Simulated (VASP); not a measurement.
Wanted: the native input for a VASP 6.6.1 run.

```yaml
Task: single point
Functional: r2SCAN
Potentials_or_basis: VASP PAW PBE potentials, release 64 (Ti_sv, Se)
Cutoff: 520 eV
k_mesh: 11 × 11 × 5
Occupations: fermi-dirac, width 0.1 eV
Spin: no spin polarisation
Dipole_correction: no
Further_INCAR_settings: ALGO = Normal; EDIFF = 1e-06; NBANDS = 26
```

Crystal: TiSe.

```
CELL_PARAMETERS angstrom
3.41353 0.00000 0.00000
-1.70677 2.95620 0.00000
0.00000 0.00000 6.67827
ATOMIC_POSITIONS crystal
Ti 0.00000 0.00000 0.00000
Ti 0.00000 0.00000 0.50000
Se 0.33333 0.66667 0.25000
Se 0.66667 0.33333 0.75000
```

The input as run:

POSCAR

```
TiSe
1.0
    3.4135307092     -0.0000000029      0.0000000000
   -1.7067653521      2.9562043122      0.0000000000
    0.0000000000      0.0000000000      6.6782669000
Ti Se
2 2
Direct
    0.0000000000      0.0000000000      0.0000000000
    0.0000000000      0.0000000000      0.5000000000
    0.3333333333      0.6666666667      0.2500000000
    0.6666666667      0.3333333333      0.7500000000
```

INCAR.step1

```
PREC = Accurate ; ENCUT = 520
ISMEAR = -1 ; SIGMA = 0.1
LREAL = F ; LASPH = T
NELM = 100 ; NBANDS = 26
GGA = PE ; ALGO = Normal
EDIFF = 1E-4 ; LWAVE = T
LCHARG = F
```

INCAR.step2

```
PREC = Accurate ; ENCUT = 520
EDIFF = 1E-6 ; ISMEAR = -1
SIGMA = 0.1 ; LREAL = F
LASPH = T ; NELM = 100
ALGO = Normal ; ISIF = 2
LWAVE = F ; LCHARG = F
METAGGA = R2SCAN ; LMIXTAU = T
NBANDS = 26 ; ISTART = 1
```

KPOINTS

```
regular mesh
0
Gamma
  11 11 5
```

Potentials or basis: VASP PAW PBE potentials, release 64 (Ti_sv, Se).

Command:

```sh
$ cat potpaw_PBE.64/Ti_sv/POTCAR potpaw_PBE.64/Se/POTCAR > POTCAR
$ cp INCAR.step1 INCAR
$ mpirun -np 1 vasp_std > vasp.out
$ cp INCAR.step2 INCAR
$ mpirun -np 1 vasp_std > vasp.out
```

It gave:

```yaml
Pressure: 3.0 GPa
Band_gap_on_the_k_mesh: zero (bands 18 and 19 overlap by 0.44 eV)
```

Caveat: the PAW data sets were made with another functional, which shifts forces and pressure a little.

Wall time 5.6 min on 1 thread of Intel Xeon 8259CL (shared host), peak memory 0.24 GiB.
